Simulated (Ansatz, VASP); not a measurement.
## MgO2: VASP beside Ansatz

Contents of POSCAR:

```
MgO2
1.0
    1.5245229652      0.8801837444      3.6686778186
   -1.5245229652      0.8801837444      3.6686778186
    0.0000000000     -1.7603674887      3.6686778186
Mg O
1 2
Direct
    0.0000000000      0.0000000000      0.0000000000
    0.4287860000      0.4287860000      0.4287860000
    0.5712140000      0.5712140000      0.5712140000
```

The input INCAR.step1:

```
ALGO = Normal
EDIFF = 1E-4
ENCUT = 520
GGA = PE
ISMEAR = 0
LASPH = T
LCHARG = F
LREAL = F
LWAVE = T
NBANDS = 14
NELM = 80
PREC = Accurate
SIGMA = 0.05
```

Contents of INCAR.step2:

```
ALGO = Normal
EDIFF = 1E-7
ENCUT = 520
ISIF = 2
ISMEAR = 0
ISTART = 1
LASPH = T
LCHARG = T
LELF = T
LMIXTAU = T
LREAL = F
LVHAR = T
LWAVE = F
METAGGA = R2SCAN
NBANDS = 14
NELM = 80
PREC = Accurate
SIGMA = 0.05
```

The input KPOINTS:

```
k-points
0
Gamma
  12 12 12
```

Input for Ansatz:

```yaml
crystal:
  lattice:
    - [1.5245229652, 0.8801837444, 3.6686778186]
    - [-1.5245229652, 0.8801837444, 3.6686778186]
    - [0.0, -1.7603674887, 3.6686778186]
  atoms:
    - { symbol: Mg, position: [0.0, 0.0, 0.0] }
    - { symbol: O, position: [0.428786, 0.428786, 0.428786] }
    - { symbol: O, position: [0.571214, 0.571214, 0.571214] }
basis:
  ecutwfc: 500
kpoints:
  mp_grid: { grid: [12, 12, 12] }
hamiltonian:
  xc: r2scan
scf:
  occupations: { method: gaussian, width: 0.05 }
output:
  forces: true
  stress: true
  eigenvalues: true
  write_density: true
  write_potential: true
  elf: true
  volumetric_format: npy
```

Change from the starting cell: strain -0.050 along x and y, +0.050 along z, atoms carried along.

Alike in both runs: task single point; functional r2SCAN; k mesh 12 × 12 × 12; occupations gaussian, width 0.05 eV; no spin polarisation.

|  | VASP | Ansatz |
| --- | --- | --- |
| version | VASP 6.6.1 | Ansatz 0.2.0 |
| potentials or method | VASP PAW PBE potentials, release 64 (Mg, O), cutoff 520 eV | scalar-relativistic, plane waves, PAW |
| valence electrons in the cell | 14 | 22 |

Ansatz gave:

```
gap on the k mesh at the Fermi level (eV)                     : 1.73
least direct gap on the mesh (eV)                             : 1.73
pressure (GPa)                                                : -2.6
traceless stress, the component that is largest in VASP (GPa) : -26.32
rms of the force components (eV/Å)                            : 0.829
```

Problem. Estimate VASP's values.

Solution. gap on the k mesh at the Fermi level (eV): 1.71; least direct gap on the mesh (eV): 1.71; pressure (GPa): -3.1; traceless stress, the component that is largest in VASP (GPa): -25.47; rms of the force components (eV/Å): 0.751.

VASP's potentials were made for PBE, not for r2SCAN. Atom by atom the forces differ by 0.078 eV/Å (rms over components). With one functional, cell and mesh, what is left measures potentials, basis and numerics. VASP's potentials hold 14 valence electrons a cell and Ansatz's 22, so a difference there can come from the potentials and not from the codes.
